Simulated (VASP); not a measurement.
# Os (Fm-3m) in VASP: a series of runs

Runs on Os. Level: LDA. Tasks: relaxation of cell and atoms.

All numbers are computed with VASP 6.6.1; they aren't measurements. Logs are shortened: lines on timing, memory, paths and dates and some standing lists are left out, and cuts for length are marked.

**1. The cell of the first run**

The structure is cubic, space group Fm-3m (No. 225). The conventional cell has a = 3.820 Å, b = 3.820 Å, c = 3.820 Å, α = 90.00°, β = 90.00°, γ = 90.00°. Os (site symmetry m-3m) has 12 Os at 2.70 Å within 3.6 Å.

This isn't the form of Os at room conditions, which is hcp.

**2. Relaxation of cell and atoms, LDA**

INCAR reads:

```
ALGO     = Normal         # electronic algorithm
EDIFF    = 1E-7           # SCF threshold, eV
EDIFFG   = -0.01          # ionic threshold
ENCUT    = 600            # plane-wave cutoff, eV
GGA      = CA             # functional
GGA_COMPAT= False        
IBRION   = 2              # ionic algorithm
ISIF     = 3              # what is computed and relaxed
ISMEAR   = 0              # smearing method
LASPH    = True           # aspherical terms in the spheres
LCHARG   = False          # write CHGCAR
LREAL    = False          # projectors in reciprocal space
LWAVE    = False          # write WAVECAR
NELM     = 120            # most SCF steps
NELMIN   = 4            
NSW      = 60             # ionic steps
PREC     = Accurate       # precision mode
SIGMA    = 0.05           # smearing width, eV
```

KPOINTS reads:

```
k-points
0
Gamma
  21 21 21
```

POSCAR reads:

```
Os
1.0
    0.0000000000      1.9100000000      1.9100000000
    1.9100000000      0.0000000000      1.9100000000
    1.9100000000      1.9100000000      0.0000000000
Os
1
Direct
    0.0000000000      0.0000000000      0.0000000000
```

Potentials or basis: VASP PAW LDA potentials, release 64 (Os).

The run is started by

```console
> cat potpaw_LDA.64/Os/POTCAR > POTCAR
> mpirun -np 1 vasp_std > vasp.out
```

OUTCAR:

```text
EDIFF = 1E-7
   EDIFFG = -0.01
   ENCUT = 600
   GGA = CA
   IBRION = 2
   ISIF = 3
   ISMEAR = 0
   LASPH = True
   LREAL = False
   NELM = 120
   NELMIN = 4
   NSW = 60
   PREC = Accurate

 ion  position               nearest neighbor table
   1  0.000  0.000  0.000-

  LATTYP: Found a face centered cubic cell.
 ALAT       =     3.8200000000

  Lattice vectors:

 A1 = (   0.0000000000,   1.9100000000,   1.9100000000)
 A2 = (   1.9100000000,   0.0000000000,   1.9100000000)
 A3 = (   1.9100000000,   1.9100000000,   0.0000000000)

Analysis of symmetry for initial positions (statically):
=====================================================================
 Subroutine PRICEL returns:
 Original cell was already a primitive cell.

 Routine SETGRP: Setting up the symmetry group for a
 face centered cubic supercell.

 Subroutine GETGRP returns: Found 48 space group operations
 (whereof 48 operations were pure point group operations)
 out of a pool of 48 trial point group operations.

The static configuration has the point symmetry O_h .

Analysis of symmetry for dynamics (positions and initial velocities):
=====================================================================
 Subroutine PRICEL returns:
 Original cell was already a primitive cell.

 Routine SETGRP: Setting up the symmetry group for a
 face centered cubic supercell.

 Subroutine GETGRP returns: Found 48 space group operations
 (whereof 48 operations were pure point group operations)
 out of a pool of 48 trial point group operations.

The dynamic configuration has the point symmetry O_h .

 Subroutine INISYM returns: Found 48 space group operations
 (whereof 48 operations are pure point group operations),
 and found     1 'primitive' translations

----------------------------------------------------------------------------------------

                                     Primitive cell

  volume of cell :      13.9357

  direct lattice vectors                    reciprocal lattice vectors
     0.000000000  1.910000000  1.910000000    -0.261780105  0.261780105  0.261780105
     1.910000000  0.000000000  1.910000000     0.261780105 -0.261780105  0.261780105
     1.910000000  1.910000000  0.000000000     0.261780105  0.261780105 -0.261780105

  length of vectors
     2.701147904  2.701147904  2.701147904     0.453416442  0.453416442  0.453416442

  position of ions in fractional coordinates (direct lattice)
     0.000000000  0.000000000  0.000000000

[... 82 lines left out ...]
   ISYM   =      2    0-nonsym 1-usesym 2-fastsym
   POTIM  = 0.5000    time-step for ionic-motion
   TEBEG  =    0.0;   TEEND  =   0.0 temperature during run
   PSTRESS=    0.0 pullay stress
   NELECT =       8.0000    total number of electrons
   NUPDOWN=      -1.0000    fix difference up-down
   EMIN   =  10.00;   EMAX   =-10.00  energy-range for DOS
   EFERMI =   0.00;   METHOD = LEGACY
   ISMEAR =     0;   SIGMA  =   0.05  broadening in eV -4-tet -1-fermi 0-gaus
   EFERMI_NEDOS =   21; number of points for ismear=-14 and -15
   IALGO  =     38    algorithm
   IMIX   =      4    mixing-type and parameters
     AMIX     =   0.40;   BMIX     =  1.00
     AMIX_MAG =   1.60;   BMIX_MAG =  1.00
  volume/ion in A,a.u.               =      13.94        94.04
  Fermi-wavevector in a.u.,A,eV,Ry     =   1.360593  2.571147 25.187274  1.851212
  Thomas-Fermi vector in A             =   2.487242
   LORBIT       =      0    0 simple, 1 ext, 2 COOP (PROOUT), +10 PAW based schemes
   GGA     = CA    functional components
   LHFCALC =     F    Hartree Fock is set to
   AEXX    =    0.0000 exact exchange contribution
   IVDW    =     0    specifies the selected vdW correction
   LEPSILON=     F    determine dielectric tensor
   LRPA    =     F    only Hartree local field effects (RPA)
 conjugate gradient relaxation of ions
 non-spin polarized calculation
 Gauss-broadening in eV      SIGMA  =   0.05
  energy-cutoff  :      600.00
  volume of cell :       13.94
 maximum number of plane-waves:       483
 NGX is ok and might be reduce to    24
   NGX = 11   NGY = 11   NGZ = 11

--------------------------------------- Ionic step        1  -------------------------------------------

 number of electron       8.0000000 magnetization

 Free energy of the ion-electron system (eV)
  ---------------------------------------------------
  ext. energy  EPLUGINS =         0.00000000
  ---------------------------------------------------
  free energy    TOTEN  =       -12.51034697 eV

  energy without entropy =      -12.50937409  energy(sigma->0) =      -12.50986053

------------------------ aborting loop because EDIFF is reached ----------------------------------------

  FORCE on cell =-STRESS in cart. coord.  units (eV):
  Direction    XX          YY          ZZ          XY          YZ          ZX
  --------------------------------------------------------------------------------------
  -------------------------------------------------------------------------------------
  Total       -0.4187027     -0.4187027     -0.4187027     -0.0000000      0.0000000     -0.0000000
  in kB      -48.1377997    -48.1377997    -48.1377997     -0.0000000      0.0000000     -0.0000000
  external PRESSURE =     -48.1377997 kB  Pullay stress =       0.0000000 kB
[... 22 lines left out ...]
--------------------------------------- Ionic step        2  -------------------------------------------

 number of electron       8.0000000 magnetization

 E-fermi :  10.2598     XC(G=0): -14.5473

 val. band max:       10.2434614010   @ k =  -0.4762   0.3333   0.1429
 cond. band min:      10.2619329391   @ k =   0.3333   0.2857   0.0476
 fundamental gap:      0.0184715381
 Fermi energy:        10.2597520544

 k-point     1 :       0.0000    0.0000    0.0000
  band No.  band energies     occupation
      1      -1.0370      2.00000
      2       6.9748      2.00000
      3       6.9748      2.00000
      4       6.9748      2.00000
      5      10.3591      0.00494
      6      10.3591      0.00494
      7      24.5640      0.00000
      8      30.7350      0.00000
[... 322 lines left out ...]
--------------------------------------- Ionic step        4  -------------------------------------------

 number of electron       8.0000000 magnetization

 Free energy of the ion-electron system (eV)
  ---------------------------------------------------
  ext. energy  EPLUGINS =         0.00000000
  ---------------------------------------------------
  free energy    TOTEN  =       -12.51267254 eV

  energy without entropy =      -12.51172058  energy(sigma->0) =      -12.51219656

 E-fermi :   9.4628     XC(G=0): -14.2625

 val. band max:        9.4595885571   @ k =   0.3333   0.2857   0.0476
 cond. band min:       9.4717680465   @ k =   0.3810   0.3810   0.0000
 fundamental gap:      0.0121794895
 Fermi energy:         9.4627985859

 k-point     1 :       0.0000    0.0000    0.0000
  band No.  band energies     occupation
      1      -1.3836      2.00000
      2       6.4135      2.00000
      3       6.4135      2.00000
      4       6.4135      2.00000
      5       9.5441      0.02151
      6       9.5441      0.02151
      7      23.8187      0.00000
      8      29.6781      0.00000
[... 281 lines left out ...]
  FREE ENERGIE OF THE ION-ELECTRON SYSTEM (eV)
  ---------------------------------------------------
  free  energy   TOTEN  =       -12.5126725364 eV

  energy  without entropy=      -12.5117205832  energy(sigma->0) =      -12.51219656

 reached required accuracy - stopping structural energy minimisation
```

OSZICAR:

```text
N       E                     dE             d eps       ncg     rms          rms(c)
DAV:   1     0.350216921454E+02    0.35022E+02   -0.47017E+03  4656   0.105E+03
DAV:   2    -0.123759403464E+02   -0.47398E+02   -0.45410E+02  4728   0.230E+02
[... 28 lines left out ...]
   3 F= -.12512671E+02 E0= -.12512195E+02  d E =-.232422E-02
       N       E                     dE             d eps       ncg     rms          rms(c)
DAV:   1    -0.125126741161E+02   -0.28990E-05   -0.49020E-05  5176   0.639E-02    0.243E-02
DAV:   2    -0.125126727789E+02    0.13372E-05   -0.22044E-06  5712   0.149E-02    0.851E-03
DAV:   3    -0.125126725305E+02    0.24846E-06   -0.95549E-07  5280   0.932E-03    0.605E-04
DAV:   4    -0.125126725364E+02   -0.59191E-08   -0.88268E-09  2304   0.750E-04
   4 F= -.12512673E+02 E0= -.12512197E+02  d E =-.232556E-02
```

Wall time 53 s (1 thread of AMD EPYC 9R45 (Zen 5), shared host); peak memory 0.15 GiB.

Results:

| Quantity | Value |
| --- | --- |
| Free energy | -12.5127 eV |
| Relaxed volume | 13.78 Å³/atom |
| Relaxed cell | a = 2.691 Å, b = 2.691 Å, c = 2.691 Å, α = 60.00°, β = 60.00°, γ = 60.00° |
| Space group after relaxing (to 0.1 Å) | Fm-3m (No. 225) |
| Energy gained by relaxing | 2.3 meV/atom |
| Ionic steps | 4 |
| Pressure after relaxing | 0.0 GPa |
| Band gap on the k mesh | zero (bands 4 and 5 overlap by 4.20 eV) |

Step by step:
| step | energy change (eV) | largest force (eV/Å) | pressure (GPa) | volume (Å³) |
| --- | --- | --- | --- | --- |
| 1 | 0.0000 | 0.0000 | -4.81 | 13.94 |
| 2 | 0.0484 | 0.0000 | 25.31 | 13.11 |
| 3 | -0.0023 | 0.0000 | -0.12 | 13.79 |
| 4 | -0.0023 | 0.0000 | -0.01 | 13.78 |

Final structure:
```
Os
1.0
     0.00000    1.90299    1.90299
     1.90299    0.00000    1.90299
     1.90299    1.90299    0.00000
Os
1
Direct
  0.00000 0.00000 0.00000
```

Levels at points of the mesh, in eV from the Fermi level:
| k point | band 2 | band 3 | band 4 | band 5 | band 6 | band 7 |
| --- | --- | --- | --- | --- | --- | --- |
| (0.00, 0.00, 0.00) | -3.05 | -3.05 | -3.05 | 0.08 | 0.08 | 14.36 |

Caveat: spin-orbit coupling is left out, which moves the levels of the heavy elements.

(Part 1 of 2 ends here.)
